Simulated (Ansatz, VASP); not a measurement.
# Two plane-wave programs on MgTeSe3

Contents of INCAR:

```
SYSTEM = MgTeSe3
PREC     = Accurate       ! precision mode
ENCUT    = 520            ! plane-wave cutoff, eV
EDIFF    = 1E-6           ! SCF threshold, eV
ISMEAR   = 0              ! smearing method
SIGMA    = 0.1            ! smearing width, eV
LREAL    = .FALSE.        ! projectors in reciprocal space
LASPH    = .TRUE.         ! aspherical terms in the spheres
NELM     = 80             ! most SCF steps
ALGO     = Normal         ! electronic algorithm
ISIF     = 2              ! what is computed and relaxed
LWAVE    = .FALSE.        ! write WAVECAR
LCHARG   = .TRUE.         ! write CHGCAR
GGA      = PE             ! functional
LELF     = .TRUE.         ! ELF
LVHAR    = .TRUE.       
NBANDS   = 21             ! bands
```

The input KPOINTS:

```
Automatic mesh
0
G
  3 3 3
  0 0 0
```

Contents of POSCAR:

```
MgTeSe3
1.0
    3.5745210600      2.0637507000      2.9310799100
   -3.5745210600      2.0637507000      2.9310799100
    0.0000000000     -4.1275014000      2.9310799100
Mg Te Se
1 1 3
Direct
    0.0088520000      0.0088520000      0.0088520000
    0.5182390200      0.5182390200      0.5182390200
    0.5167999900      0.5167999900      0.0173090000
    0.5167999900      0.0173090000      0.5167999900
    0.0173090000      0.5167999900      0.5167999900
```

Input for Ansatz:

```yaml
crystal:
  lattice:
    - [3.57452106, 2.0637507, 2.93107991]
    - [-3.57452106, 2.0637507, 2.93107991]
    - [0.0, -4.1275014, 2.93107991]
  atoms:
    - { symbol: Mg, position: [0.008852, 0.008852, 0.008852] }
    - { symbol: Te, position: [0.51823902, 0.51823902, 0.51823902] }
    - { symbol: Se, position: [0.51679999, 0.51679999, 0.017309] }
    - { symbol: Se, position: [0.51679999, 0.017309, 0.51679999] }
    - { symbol: Se, position: [0.017309, 0.51679999, 0.51679999] }
basis:
  ecutwfc: 420
kpoints:
  mp_grid: { grid: [3, 3, 3] }
hamiltonian:
  xc: pbe
scf:
  occupations: { method: gaussian, width: 0.1 }
  lower_state_search: "off"
output:
  forces: true
  stress: true
  eigenvalues: true
```

Change from the starting cell: species swapped into the CsHgCl3 type (R3m, No. 160).

Alike in both runs: task single point; functional PBE; k mesh 3 × 3 × 3; occupations gaussian, width 0.1 eV; no spin polarisation.

```csv
,VASP,Ansatz
version,VASP 6.6.1,Ansatz 0.2.0
potentials or method,"VASP PAW PBE potentials, release 64 (Mg, Te, Se), cutoff 520 eV","scalar-relativistic, plane waves, PAW"
valence electrons in the cell,26,74
```

VASP gave:

```
gap on the k mesh at the Fermi level (eV)                     : none
pressure (GPa)                                                : 8.5
traceless stress, the component that is largest in VASP (GPa) : -0.05
rms of the force components (eV/Å)                            : 0.048
```

Which values does Ansatz return?

gap on the k mesh at the Fermi level (eV): none; pressure (GPa): 8.4; traceless stress, the component that is largest in VASP (GPa): -0.06; rms of the force components (eV/Å): 0.047.

Atom by atom the forces differ by 0.001 eV/Å (rms over components). A gap of «none» marks a metal or a gap that the smearing closes. VASP's potentials hold 26 valence electrons a cell and Ansatz's 74, so a difference there can come from the potentials and not from the codes.

The k mesh is coarse, so the values compare programs but aren't converged. Neither program's run includes spin-orbit coupling.
